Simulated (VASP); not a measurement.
Wanted: the native input for a VASP 6.6.1 run.

```yaml
Task: relaxation of cell and atoms
Functional: PBE
Potentials_or_basis: VASP PAW PBE potentials, release 64 (Al, C)
Cutoff: 600 eV
k_mesh: 4 × 4 × 4
Occupations: gaussian, width 0.1 eV
Spin: no spin polarisation
Dipole_correction: no
Further_INCAR_settings: ALGO = Normal; EDIFF = 1e-06; IBRION = 2; EDIFFG = -0.04; NSW = 90; ISIF = 3
```

The structure of Al3C4 lies in POSCAR:

```
Al3C4
1.0
    3.9112435800      0.0000000000      0.0000000000
    0.0000000000      3.9112435800      0.0000000000
    0.0000000000      0.0000000000      5.6853657000
Al C
3 4
Direct
    0.0000000000      0.0000000000      0.2387065300
    0.0000000000      0.0000000000      0.7612934700
    0.5000000000      0.5000000000      0.0000000000
    0.3176324500      0.3176324500      0.5000000000
    0.6823675500      0.6823675500      0.5000000000
    0.6823675500      0.3176324500      0.5000000000
    0.3176324500      0.6823675500      0.5000000000
```

The cell was built from a structure type or drawn by symmetry, and may not be a known phase.

These files were run (other wordings do the same):

INCAR

```
SYSTEM = Al3C4
PREC     = Accurate       ! precision mode
ENCUT    = 600            ! plane-wave cutoff, eV
EDIFF    = 1E-6           ! SCF threshold, eV
ISMEAR   = 0              ! smearing method
SIGMA    = 0.1            ! smearing width, eV
LREAL    = .False.        ! projectors in reciprocal space
LASPH    = .True.         ! aspherical terms in the spheres
NELM     = 80             ! most SCF steps
ALGO     = Normal         ! electronic algorithm
ISIF     = 3              ! what is computed and relaxed
LWAVE    = .False.        ! write WAVECAR
LCHARG   = .False.        ! write CHGCAR
GGA      = PE             ! functional
IBRION   = 2              ! ionic algorithm
NSW      = 90             ! ionic steps
EDIFFG   = -0.04          ! ionic threshold
```

KPOINTS

```
regular mesh
0
Gamma
  4 4 4
  0 0 0
```

Potentials or basis: VASP PAW PBE potentials, release 64 (Al, C).

Command:

```console
$ cat potpaw_PBE.64/Al/POTCAR potpaw_PBE.64/C/POTCAR > POTCAR
$ mpirun -np 1 vasp_std > vasp.out
```

Results of the run:

```json
{
  "Relaxed volume": "11.70 Å³/atom",
  "Relaxed cell": "a = 4.140 Å, b = 4.140 Å, c = 4.779 Å, α = 90.00°, β = 90.00°, γ = 90.00°",
  "Space group after relaxing (to 0.1 Å)": "P4/mmm (No. 123)",
  "Energy gained by relaxing": "190.1 meV/atom",
  "Ionic steps": "15",
  "Pressure after relaxing": "0.0 GPa",
  "Largest force after relaxing": "0.006 eV/Å"
}
```

Caveat: the k points lie up to 0.38 Å⁻¹ apart in the final cell; the highest band is partly filled, so the run has too few bands; a cell axis changed by over 15 % at a fixed basis, so the end point is rough.

Wall time 110 s on 1 thread of AMD EPYC 9R45 96-Core Processor (Zen 5), on a shared host, peak memory 0.19 GiB.
